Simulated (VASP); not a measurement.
# Pb8CS8O in VASP: further runs

The runs below take Pb8CS8O through single point, with PBE.

Program: VASP 6.6.1. These are calculated values, not measurements. Logs are shortened: lines on timing, memory, paths and dates and some standing lists are left out, and cuts for length are marked.

## 1. The cell of the first run

The cell holds a slab with vacuum, 18 atoms: a = 8.498 Å, b = 8.498 Å, c = 20.717 Å, α = 90.00°, β = 90.00°, γ = 90.00°.

## 2. Single point, PBE

Contents of INCAR:

```
SYSTEM = Pb8CS8O
PREC = Accurate
ENCUT = 520
EDIFF = 1E-6
ISMEAR = 0
SIGMA = 0.05
LREAL = Auto
LASPH = .True.
NELM = 60
ALGO = Normal
ISIF = 2
LWAVE = .False.
LCHARG = .True.
LDIPOL = .True.
IDIPOL = 3
DIPOL = 0.5 0.5 0.275
GGA = PE
LELF = .True.
LVHAR = .True.
LVACPOTAV = .True.
NBANDS = 100
```

Contents of KPOINTS:

```
regular mesh
0
Gamma
  3 3 1
  0 0 0
```

Contents of POSCAR:

```
Pb8CS8O
1.0
    8.4980431765      0.0000000000      0.0000000000
    0.0000000000      8.4980431765      0.0000000000
    0.0000000000      0.0000000000     20.7166259994
Pb S C O
8 8 1 1
Direct
    0.2500000000      0.2500000000      0.1930816341
    0.2500000000      0.7500000000      0.1930816341
    0.7500000000      0.2500000000      0.1930816341
    0.7500000000      0.7500000000      0.1930816341
    0.0000000000      0.0000000000      0.3242142808
    0.0000000000      0.5000000000      0.3242142808
    0.5000000000      0.0000000000      0.3242142808
    0.5000000000      0.5000000000      0.3242142808
    0.0000000000      0.0000000000      0.1930816341
    0.0000000000      0.5000000000      0.1930816341
    0.5000000000      0.0000000000      0.1930816341
    0.5000000000      0.5000000000      0.1930816341
    0.2500000000      0.2500000000      0.3230985962
    0.2500000000      0.7500000000      0.3230985962
    0.7500000000      0.2500000000      0.3230985962
    0.7500000000      0.7500000000      0.3230985962
    0.5955526793      0.0000000000      0.4091701998
    0.9044473207      0.0000000000      0.4091701998
```

Potentials or basis: VASP PAW PBE potentials, release 64 (Pb_d, S, C, O).

Started as:

```bash
> cat potpaw_PBE.64/Pb_d/POTCAR potpaw_PBE.64/S/POTCAR potpaw_PBE.64/C/POTCAR potpaw_PBE.64/O/POTCAR > POTCAR
> mpirun -np 1 vasp_std > vasp.out
```

OUTCAR:

```text
SYSTEM = Pb8CS8O
   PREC = Accurate
   ENCUT = 520
   EDIFF = 1E-6
   ISMEAR = 0
   LREAL = Auto
   LASPH = .True.
   NELM = 60
   ISIF = 2
   GGA = PE

 ion  position               nearest neighbor table
   1  0.250  0.250  0.193-  13 2.69  10 3.00  11 3.00  12 3.00   9 3.00   6 4.05   7 4.05   8 4.05
                             5 4.05
   2  0.250  0.750  0.193-  14 2.69  10 3.00  11 3.00  12 3.00   9 3.00   6 4.05   7 4.05   8 4.05
                             5 4.05
   3  0.750  0.250  0.193-  15 2.69  10 3.00  11 3.00  12 3.00   9 3.00   6 4.05   7 4.05   8 4.05
                             5 4.05
   4  0.750  0.750  0.193-  16 2.69  10 3.00  11 3.00  12 3.00   9 3.00   6 4.05   7 4.05   8 4.05
                             5 4.05
   5  0.000  0.000  0.324-  18 1.94   9 2.72  14 3.00  15 3.00  16 3.00  13 3.00   3 4.05   4 4.05
                             1 4.05   2 4.05
   6  0.000  0.500  0.324-  10 2.72  13 3.00  14 3.00  15 3.00  16 3.00   2 4.05   3 4.05   4 4.05
                             1 4.05
   7  0.500  0.000  0.324-  17 1.94  11 2.72  14 3.00  15 3.00  16 3.00  13 3.00   3 4.05   4 4.05
                             1 4.05   2 4.05
   8  0.500  0.500  0.324-  12 2.72  13 3.00  14 3.00  15 3.00  16 3.00   2 4.05   3 4.05   4 4.05
                             1 4.05
   9  0.000  0.000  0.193-   5 2.72   2 3.00   3 3.00   4 3.00   1 3.00
  10  0.000  0.500  0.193-   6 2.72   2 3.00   3 3.00   4 3.00   1 3.00
  11  0.500  0.000  0.193-   7 2.72   2 3.00   3 3.00   4 3.00   1 3.00
  12  0.500  0.500  0.193-   8 2.72   2 3.00   3 3.00   4 3.00   1 3.00
  13  0.250  0.250  0.323-   1 2.69   5 3.00   6 3.00   7 3.00   8 3.00
  14  0.250  0.750  0.323-   2 2.69   5 3.00   6 3.00   7 3.00   8 3.00
  15  0.750  0.250  0.323-   3 2.69   5 3.00   6 3.00   7 3.00   8 3.00
  16  0.750  0.750  0.323-   4 2.69   5 3.00   6 3.00   7 3.00   8 3.00
  17  0.596  0.000  0.409-   7 1.94
  18  0.904  0.000  0.409-   5 1.94

  LATTYP: Found a simple tetragonal cell.
 ALAT       =     8.4980431765
 C/A-ratio  =     2.4378113372

  Lattice vectors:

 A1 = (   8.4980431765,   0.0000000000,   0.0000000000)
 A2 = (   0.0000000000,   8.4980431765,   0.0000000000)
 A3 = (   0.0000000000,   0.0000000000,  20.7166259994)

Analysis of symmetry for initial positions (statically):
=====================================================================
 Subroutine PRICEL returns:
 Original cell was already a primitive cell.

 Routine SETGRP: Setting up the symmetry group for a
 simple tetragonal supercell.

 Subroutine GETGRP returns: Found  2 space group operations
 (whereof  2 operations were pure point group operations)
 out of a pool of 16 trial point group operations.

The static configuration has the point symmetry C_1h.

Analysis of symmetry for dynamics (positions and initial velocities):
=====================================================================
 Subroutine PRICEL returns:
 Original cell was already a primitive cell.

 Routine SETGRP: Setting up the symmetry group for a
 simple tetragonal supercell.

 Subroutine GETGRP returns: Found  2 space group operations
 (whereof  2 operations were pure point group operations)
 out of a pool of 16 trial point group operations.

The dynamic configuration has the point symmetry C_1h.

 Subroutine INISYM returns: Found  2 space group operations
 (whereof  2 operations are pure point group operations),
 and found     1 'primitive' translations

----------------------------------------------------------------------------------------

                                     Primitive cell

  volume of cell :    1496.0871

  direct lattice vectors                    reciprocal lattice vectors
     8.498043176  0.000000000  0.000000000     0.117674149  0.000000000  0.000000000
     0.000000000  8.498043176  0.000000000     0.000000000  0.117674149  0.000000000
     0.000000000  0.000000000 20.716625999     0.000000000  0.000000000  0.048270409

  length of vectors
     8.498043176  8.498043176 20.716625999     0.117674149  0.117674149  0.048270409

  position of ions in fractional coordinates (direct lattice)
     0.250000000  0.250000000  0.193081634
     0.250000000  0.750000000  0.193081634
     0.750000000  0.250000000  0.193081634
     0.750000000  0.750000000  0.193081634
     0.000000000  0.000000000  0.324214281
     0.000000000  0.500000000  0.324214281
[... 10 lines left out ...]
     0.595552679  0.000000000  0.409170200
     0.904447321  0.000000000  0.409170200

  ion indices of the primitive-cell ions
   primitive index   ion index
                 1           1
                 2           2
                 3           3
                 4           4
                 5           5
                 6           6
[... 10 lines left out ...]
                17          17
                18          18

----------------------------------------------------------------------------------------

 KPOINTS: regular mesh

Automatic generation of k-mesh.
 Grid dimensions read from file:
 generate k-points for:    3    3    1

 Generating k-lattice:

  Cartesian coordinates                     Fractional coordinates (reciprocal lattice)
     0.039224716  0.000000000  0.000000000     0.333333333  0.000000000  0.000000000
     0.000000000  0.039224716  0.000000000     0.000000000  0.333333333  0.000000000
     0.000000000  0.000000000  0.048270409     0.000000000  0.000000000  1.000000000

  Length of vectors
     0.039224716  0.039224716  0.048270409

  Shift w.r.t. Gamma in fractional coordinates (k-lattice)
     0.000000000  0.000000000  0.000000000

 Subroutine IBZKPT returns following result:
 ===========================================

 Found      4 irreducible k-points:

 Following reciprocal coordinates:
            Coordinates               Weight
  0.000000  0.000000  0.000000      1.000000
  0.333333  0.000000  0.000000      2.000000
  0.000000  0.333333  0.000000      2.000000
  0.333333  0.333333  0.000000      4.000000
   k-points           NKPTS =      4   k-points in BZ     NKDIM =      4   number of bands    NBANDS=    100
   number of dos      NEDOS =    301   number of ions     NIONS =     18
   total plane-waves  NPLWV = 655360
   dimension x,y,z NGX =    64 NGY =   64 NGZ =  160
   dimension x,y,z NGXF=   128 NGYF=  128 NGZF=  320
   ions per type =               8   8   1   1
   NGX,Y,Z   is equivalent  to a cutoff of  12.52, 12.52, 12.84 a.u.
   NGXF,Y,Z  is equivalent  to a cutoff of  25.04, 25.04, 25.68 a.u.
 SYSTEM =  Pb8CS8O
   PREC   = accura    normal or accurate (medium, high low for compatibility)
   ISTART =      0    job   : 0-new  1-cont  2-samecut
   ICHARG =      2    charge: 1-file 2-atom 10-const
   ISPIN  =      1    spin polarized calculation?
   LNONCOLLINEAR =      F non collinear calculations
   LSORBIT =      F    spin-orbit coupling
   LASPH  =      T    aspherical Exc in radial PAW
   ENCUT  =  520.0 eV  38.22 Ry    6.18 a.u.  15.80 15.80 38.52*2*pi/ulx,y,z
   NELM   =     60;   NELMIN=  2; NELMDL= -5     # of ELM steps
   EDIFF  = 0.1E-05   stopping-criterion for ELM
   LREAL  =      T    real-space projection
   EDIFFG = 0.1E-04   stopping-criterion for IOM
   NSW    =      0    number of steps for IOM
   IBRION =     -1    ionic relax: 0-MD 1-quasi-New 2-CG
   NFREE  =      0    steps in history (QN), initial steepest desc. (CG)
   ISIF   =      2    stress and relaxation
   ISYM   =      2    0-nonsym 1-usesym 2-fastsym
   POTIM  = 0.5000    time-step for ionic-motion
   TEBEG  =    0.0;   TEEND  =   0.0 temperature during run
   PSTRESS=    0.0 pullay stress
   NELECT =     170.0000    total number of electrons
   NUPDOWN=      -1.0000    fix difference up-down
   EMIN   =  10.00;   EMAX   =-10.00  energy-range for DOS
   EFERMI =   0.00;   METHOD = LEGACY
   ISMEAR =     0;   SIGMA  =   0.05  broadening in eV -4-tet -1-fermi 0-gaus
   EFERMI_NEDOS =   21; number of points for ismear=-14 and -15
   IALGO  =     38    algorithm
   IMIX   =      4    mixing-type and parameters
     AMIX     =   0.40;   BMIX     =  1.00
     AMIX_MAG =   1.60;   BMIX_MAG =  1.00
  volume/ion in A,a.u.               =      83.12       560.89
  Fermi-wavevector in a.u.,A,eV,Ry     =   0.792937  1.498434  8.554657  0.628750
  Thomas-Fermi vector in A             =   1.898774
   LORBIT       =      0    0 simple, 1 ext, 2 COOP (PROOUT), +10 PAW based schemes
   GGA     = PE    functional components
   LHFCALC =     F    Hartree Fock is set to
   AEXX    =    0.0000 exact exchange contribution
   IVDW    =     0    specifies the selected vdW correction
   LEPSILON=     F    determine dielectric tensor
   LRPA    =     F    only Hartree local field effects (RPA)
 non-spin polarized calculation
 Gauss-broadening in eV      SIGMA  =   0.05
  energy-cutoff  :      520.00
  volume of cell :     1496.09
 maximum number of plane-waves:     40322
 NGX is ok and might be reduce to    64
   NGX = 31   NGY = 31   NGZ = 77

 dipolmoment           0.000000      0.000000     -0.000051 electrons x Angstroem

 number of electron     170.0000034 magnetization

 dipolmoment           0.000000      0.000000      0.656137 electrons x Angstroem

 Free energy of the ion-electron system (eV)
  ---------------------------------------------------
  ext. energy  EPLUGINS =         0.00000000
  ---------------------------------------------------
  free energy    TOTEN  =       -73.38922979 eV

  energy without entropy =      -73.36769961  energy(sigma->0) =      -73.37846470

 E-fermi :  -1.7751     XC(G=0):  -3.4238

 val. band max:       -1.7811959719   @ k =   0.3333   0.0000   0.0000
 cond. band min:      -1.7420469893   @ k =   0.3333   0.0000   0.0000
 fundamental gap:      0.0391489827
 Fermi energy:        -1.7751342313

 k-point     1 :       0.0000    0.0000    0.0000
  band No.  band energies     occupation
      1     -20.1704      2.00000
      2     -19.6895      2.00000
      3     -19.0019      2.00000
      4     -18.9591      2.00000
      5     -18.8953      2.00000
      6     -18.8640      2.00000
[... 389 lines left out ...]
     96       1.0175      0.00000
     97       1.0577      0.00000
 [bands above 97 left out]

------------------------ aborting loop because EDIFF is reached ----------------------------------------

  FORCE on cell =-STRESS in cart. coord.  units (eV):
  Direction    XX          YY          ZZ          XY          YZ          ZX
  --------------------------------------------------------------------------------------
  -------------------------------------------------------------------------------------
  Total       -0.1734155      0.3934118      9.5991252      0.0000000      0.0000000      3.4750561
  in kB       -0.1857127      0.4213093     10.2798161      0.0000000      0.0000000      3.7214785
  external PRESSURE =       3.5051376 kB  Pullay stress =       0.0000000 kB

 VOLUME and BASIS-vectors are now :
 -----------------------------------------------------------------------------
  energy-cutoff  :      520.00
  volume of cell :     1496.09
      direct lattice vectors                 reciprocal lattice vectors
     8.498043176  0.000000000  0.000000000     0.117674149  0.000000000  0.000000000
     0.000000000  8.498043176  0.000000000     0.000000000  0.117674149  0.000000000
     0.000000000  0.000000000 20.716625999     0.000000000  0.000000000  0.048270409

 POSITION                                       TOTAL-FORCE (eV/Angst)
 -----------------------------------------------------------------------------------
      2.12451      2.12451      4.00000        -0.022077      0.213178     -0.197173
      2.12451      6.37353      4.00000        -0.022077     -0.213178     -0.197173
      6.37353      2.12451      4.00000        -0.038165      0.214228     -0.086994
      6.37353      6.37353      4.00000        -0.038165     -0.214228     -0.086994
      0.00000      0.00000      6.71663         0.717372      0.000000     -1.000514
      0.00000      4.24902      6.71663        -0.245122      0.000000      0.152898
[... 10 lines left out ...]
      5.06103      0.00000      8.47663         2.586623      0.000000      4.178678
      7.68603      0.00000      8.47663        -0.857245      0.000000      1.660766
 -----------------------------------------------------------------------------------
    total drift:                               -0.000958     -0.000000      0.002387

  FREE ENERGIE OF THE ION-ELECTRON SYSTEM (eV)
  ---------------------------------------------------
  free  energy   TOTEN  =       -73.3892297862 eV

  energy  without entropy=      -73.3676996072  energy(sigma->0) =      -73.37846470

 vacuum level on the upper side and lower side of the slab         3.837         2.192
```

Run time: 22 min. Hardware: 1 thread of Intel Xeon 6975P-C (Granite Rapids), shared host; peak memory 1.5 GiB.

Results:

```
Free energy            : -73.3892 eV
Largest force          : 5.010 eV/Å
Band gap on the k mesh : zero (bands 85 and 86 overlap by 0.06 eV)
```

Forces on the atoms (eV/Å):
```
Pb  -0.022  0.213 -0.197
Pb  -0.022 -0.213 -0.197
Pb  -0.038  0.214 -0.087
Pb  -0.038 -0.214 -0.087
Pb   0.717  0.000 -1.001
Pb  -0.245  0.000  0.153
Pb  -2.207  0.000 -4.498
Pb   0.286  0.000  0.146
S   -0.093  0.000  0.215
S    0.120  0.000 -0.040
S    0.063  0.000  0.572
S   -0.126  0.000  0.023
S   -0.026 -0.220 -0.039
S   -0.026  0.220 -0.039
S   -0.036  0.388 -0.382
S   -0.036 -0.388 -0.382
C    2.587  0.000  4.179
O   -0.857  0.000  1.661
```

Levels at points of the mesh, in eV from the Fermi level:
```tsv
k point	band 81	band 82	band 83	band 84	band 85	band 86	band 87	band 88	band 89	band 90
(0.00, 0.00, 0.00)	-0.99	-0.89	-0.73	-0.70	-0.14	-0.07	0.21	1.00	1.16	1.20
```

Caveat: spin-orbit coupling is left out, which moves the levels of the heavy elements.

## 3. Single point, PBE

Contents of INCAR:

```
  ALGO = Normal
  DIPOL = 0.5 0.5 0.275
  EDIFF = 1E-6
  ENCUT = 520
  GGA = PE
  IDIPOL = 3
  ISIF = 2
  ISMEAR = 0
  LASPH = True
  LCHARG = False
  LDIPOL = True
  LREAL = Auto
  LWAVE = False
  NBANDS = 100
  NELM = 100
  PREC = Accurate
  SIGMA = 0.05
```

Contents of KPOINTS:

```
k-points
0
Gamma
  3 3 1
```

POSCAR: that of step 2 with these lines changed.

```diff
@@ -24,3 +24,3 @@
     0.7500000000      0.7500000000      0.3230985962
-    0.5955526793      0.0000000000      0.4091701998
-    0.9044473207      0.0000000000      0.4091701998
+    0.5711352933      0.0000000000      0.4091701998
+    0.9288647067      0.0000000000      0.4091701998
```

Potentials or basis: VASP PAW PBE potentials, release 64 (Pb_d, S, C, O).

Started as:

```bash
> cat potpaw_PBE.64/Pb_d/POTCAR potpaw_PBE.64/S/POTCAR potpaw_PBE.64/C/POTCAR potpaw_PBE.64/O/POTCAR > POTCAR
> mpirun -np 1 vasp_std > vasp.out
```

Run time: 23 min. Hardware: 1 thread of Intel Xeon 6975P-C (Granite Rapids), shared host; peak memory 1.5 GiB.

The run converged. Its results:

```
Free energy            : -72.7738 eV
Largest force          : 6.877 eV/Å
Band gap on the k mesh : zero (bands 85 and 86 overlap by 0.17 eV)
```

Forces in eV/Å, atoms in the order of the input:
```
Pb   0.032  0.272 -0.143
Pb   0.032 -0.272 -0.143
Pb  -0.076  0.265 -0.050
Pb  -0.076 -0.265 -0.050
Pb   0.989  0.000 -2.566
Pb  -0.188  0.000  0.195
Pb  -2.297  0.000 -6.482
Pb   0.240  0.000  0.172
S   -0.029  0.000  0.695
S    0.090  0.000 -0.085
S    0.027  0.000  0.640
S   -0.103  0.000  0.017
S   -0.166 -0.183 -0.160
S   -0.166  0.183 -0.160
S    0.027  0.303 -0.397
S    0.027 -0.303 -0.397
C    2.188  0.000  6.135
O   -0.552  0.000  2.778
```

Levels at points of the mesh, in eV from the Fermi level:
```csv
k point,band 82,band 83,band 84,band 85,band 86,band 87
"(0.00, 0.00, 0.00)",-1.00,-0.83,-0.79,-0.19,-0.16,0.26
```

Caveat: spin-orbit coupling is left out, which moves the levels of the heavy elements.

(Continued in part 2 of 2.)

The gap in the log of VASP goes by the Fermi energy; the results here count the filled bands.